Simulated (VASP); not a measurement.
A run of VASP 6.6.1 is set up as follows.

The input POSCAR:

```
CSe2
1.0
    3.4329887782     -2.9915887224      0.0000000000
    3.4329887782      2.9915887224      0.0000000000
    0.0000000000      0.0000000000      9.1869810851
Se C
4 2
Direct
    0.2098235605      0.7901764395      0.8763641356
    0.7901764395      0.2098235605      0.1236358644
    0.2901764395      0.7098235605      0.3763641356
    0.7098235605      0.2901764395      0.6236358644
    0.0000000000      0.0000000000      0.0000000000
    0.5000000000      0.5000000000      0.5000000000
```

The input INCAR.step1:

```
  PREC = Accurate
  ENCUT = 520
  ISMEAR = -1
  SIGMA = 0.05
  LREAL = F
  LASPH = T
  NELM = 60
  NBANDS = 25
  GGA = PE
  ALGO = Normal
  EDIFF = 1E-4
  LWAVE = T
  LCHARG = F
```

INCAR.step2

```
  PREC = Accurate
  ENCUT = 520
  EDIFF = 1E-6
  ISMEAR = -1
  SIGMA = 0.05
  LREAL = F
  LASPH = T
  NELM = 60
  ALGO = Normal
  ISIF = 2
  LWAVE = F
  LCHARG = T
  METAGGA = R2SCAN
  LMIXTAU = T
  LELF = T
  LVHAR = T
  NBANDS = 25
  ISTART = 1
```

KPOINTS

```
regular mesh
0
Gamma
  6 6 3
```

Potentials or basis: VASP PAW PBE potentials, release 64 (Se, C).

Command:

```bash
$ cat potpaw_PBE.64/Se/POTCAR potpaw_PBE.64/C/POTCAR > POTCAR
$ cp INCAR.step1 INCAR
$ mpirun -np 1 vasp_std > vasp.out
$ cp INCAR.step2 INCAR
$ mpirun -np 1 vasp_std > vasp.out
```

(1) Predict the band gap on the k mesh.

(2) Predict the pressure.

(3) Estimate the largest force.

## Answers

(1) 2.41 eV (least direct gap 2.57 eV).

(2) 0.2 GPa.

(3) 0.124 eV/Å.

Caveat: the PAW data sets were made with another functional, which shifts forces and pressure a little; an odd mesh through Γ misses points on the zone boundary, where band edges can lie.
